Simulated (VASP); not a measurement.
A run of VASP 6.6.1 is set up as follows.

The input INCAR:

```
SYSTEM = Ga2O
PREC     = Accurate       ! precision mode
ENCUT    = 520            ! plane-wave cutoff, eV
EDIFF    = 1E-6           ! SCF threshold, eV
ISMEAR   = 0              ! smearing method
SIGMA    = 0.1            ! smearing width, eV
LREAL    = .False.        ! projectors in reciprocal space
LASPH    = .True.         ! aspherical terms in the spheres
NELM     = 80             ! most SCF steps
ALGO     = Normal         ! electronic algorithm
ISIF     = 2              ! what is computed and relaxed
LWAVE    = .False.        ! write WAVECAR
LCHARG   = .False.        ! write CHGCAR
GGA      = PE             ! functional
NBANDS   = 41             ! bands
```

Contents of KPOINTS:

```
Automatic mesh
0
Gamma
  10 10 10
  0 0 0
```

The input POSCAR:

```
Ga2O
1.0
   -2.6806588033      2.6806588033      3.1218125887
    2.6806588033     -2.6806588033      3.1218125887
    2.6806588033      2.6806588033     -3.1218125887
Ga O
4 2
Direct
    0.1890751788      0.6890751788      0.8781503575
    0.3109248212      0.1890751788      0.5000000000
    0.6890751788      0.8109248212      0.5000000000
    0.8109248212      0.3109248212      0.1218496425
    0.7500000000      0.7500000000      0.0000000000
    0.2500000000      0.2500000000      0.0000000000
```

Potentials or basis: VASP PAW PBE potentials, release 64 (Ga_d, O).

The run is started by

```bash
$ cat potpaw_PBE.64/Ga_d/POTCAR potpaw_PBE.64/O/POTCAR > POTCAR
$ mpirun -np 1 vasp_std > vasp.out
```

Q: Predict the largest force.

A: 0.004 eV/Å.

Q: What does it give for the pressure?

A: 0.1 GPa.

Forces in eV/Å, atoms in the order of the input:
```
Ga  -0.003 -0.003  0.000
Ga  -0.003  0.003  0.000
Ga   0.003 -0.003  0.000
Ga   0.003  0.003  0.000
O    0.000  0.000  0.000
O    0.000  0.000  0.000
```
